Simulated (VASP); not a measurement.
Input of a VASP 6.6.1 run:

Contents of INCAR:

```
PREC     = Accurate       # precision mode
ENCUT    = 600            # plane-wave cutoff, eV
EDIFF    = 1E-6           # SCF threshold, eV
ISMEAR   = 0              # smearing method
SIGMA    = 0.1            # smearing width, eV
LREAL    = False          # projectors in reciprocal space
LASPH    = True           # aspherical terms in the spheres
NELM     = 60             # most SCF steps
ALGO     = Normal         # electronic algorithm
ISIF     = 3              # what is computed and relaxed
LWAVE    = False          # write WAVECAR
LCHARG   = False          # write CHGCAR
GGA      = PE             # functional
IBRION   = 2              # ionic algorithm
NSW      = 100            # ionic steps
EDIFFG   = -0.01          # ionic threshold
```

The input KPOINTS:

```
Automatic mesh
0
Gamma
  8 8 8
```

POSCAR

```
Mg3SeO
1.0
    4.4949898600      0.0000000000      0.0000000000
    0.0000000000      4.4949898600      0.0000000000
    0.0000000000      0.0000000000      4.4949898600
Mg Se O
3 1 1
Direct
    0.0000000000      0.5000000000      0.5000000000
    0.5000000000      0.0000000000      0.5000000000
    0.5000000000      0.5000000000      0.0000000000
    0.0000000000      0.0000000000      0.0000000000
    0.5000000000      0.5000000000      0.5000000000
```

Potentials or basis: VASP PAW PBE potentials, release 64 (Mg, Se, O).

Command:

```sh
$ cat potpaw_PBE.64/Mg/POTCAR potpaw_PBE.64/Se/POTCAR potpaw_PBE.64/O/POTCAR > POTCAR
$ mpirun -np 1 vasp_std > vasp.out
```

Task: Predict the relaxed cell.

Result: a = 4.429 Å, b = 4.429 Å, c = 4.429 Å, α = 90.00°, β = 90.00°, γ = 90.00°.

Task: What does it give for the relaxed volume?

Result: 17.38 Å³/atom.

Final structure:
```cif
data_structure
_symmetry_space_group_name_H-M 'P 1'
_symmetry_Int_Tables_number 1
_cell_length_a 4.4290
_cell_length_b 4.4290
_cell_length_c 4.4290
_cell_angle_alpha 90.000
_cell_angle_beta 90.000
_cell_angle_gamma 90.000
_cell_volume 86.88
loop_
_atom_site_label
_atom_site_type_symbol
_atom_site_fract_x
_atom_site_fract_y
_atom_site_fract_z
_atom_site_occupancy
Mg1 Mg 0.00000 0.50000 0.50000 1
Mg2 Mg 0.50000 0.00000 0.50000 1
Mg3 Mg 0.50000 0.50000 0.00000 1
Se1 Se 0.00000 0.00000 0.00000 1
O1 O 0.50000 0.50000 0.50000 1
```
